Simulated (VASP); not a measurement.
Here is a VASP 6.6.1 calculation.

File INCAR:

```
  PREC = Accurate
  ENCUT = 520
  EDIFF = 1E-6
  ISMEAR = 0
  SIGMA = 0.1
  LREAL = False
  LASPH = True
  NELM = 80
  ALGO = Normal
  ISIF = 2
  LWAVE = False
  LCHARG = False
  LDIPOL = True
  IDIPOL = 3
  DIPOL = 0.5 0.5 0.325
  GGA = PE
  NBANDS = 98
```

Contents of KPOINTS:

```
regular mesh
0
Gamma
  5 5 1
```

File POSCAR:

```
Mo12C
1.0
    5.4740406976      0.0000000000      0.0000000000
   -1.8246802325      5.1609750636      0.0000000000
    0.0000000000      0.0000000000     19.8082144184
Mo C
12 1
Direct
    0.2500000000      0.2500000000      0.2019364247
    0.2500000000      0.7500000000      0.2019364247
    0.7500000000      0.2500000000      0.2019364247
    0.7500000000      0.7500000000      0.2019364247
    0.0000000000      0.0000000000      0.3106872620
    0.0000000000      0.5000000000      0.3106872620
    0.5000000000      0.0000000000      0.3106872620
    0.5000000000      0.5000000000      0.3106872620
    0.2500000000      0.2500000000      0.4194327789
    0.2500000000      0.7500000000      0.4194327789
    0.7500000000      0.2500000000      0.4194327789
    0.7500000000      0.7500000000      0.4194327789
    0.3333333333      0.6666666667      0.5023749324
```

Potentials or basis: VASP PAW PBE potentials, release 64 (Mo_sv, C).

Launch:

```sh
$ cat potpaw_PBE.64/Mo_sv/POTCAR potpaw_PBE.64/C/POTCAR > POTCAR
$ mpirun -np 1 vasp_std > vasp.out
```

**Question.** What does it give for the largest force?

**Answer.** 1.787 eV/Å.

**Question.** Estimate the band gap on the k mesh.

**Answer.** Zero (bands 86 and 87 overlap by 1.53 eV).

Forces on the atoms (eV/Å):
```
Mo  -0.011  0.013 -0.139
Mo  -0.018  0.013  0.003
Mo   0.033 -0.024  0.314
Mo  -0.016  0.005 -0.139
Mo  -0.058  0.041  0.096
Mo  -0.370 -0.474 -0.839
Mo   0.324  0.507 -0.839
Mo   0.006 -0.004 -0.033
Mo  -0.087  0.460  0.950
Mo  -0.466  0.330 -0.048
Mo  -0.333  0.236 -0.345
Mo  -0.462 -0.071  0.950
C    1.458 -1.031  0.070
```
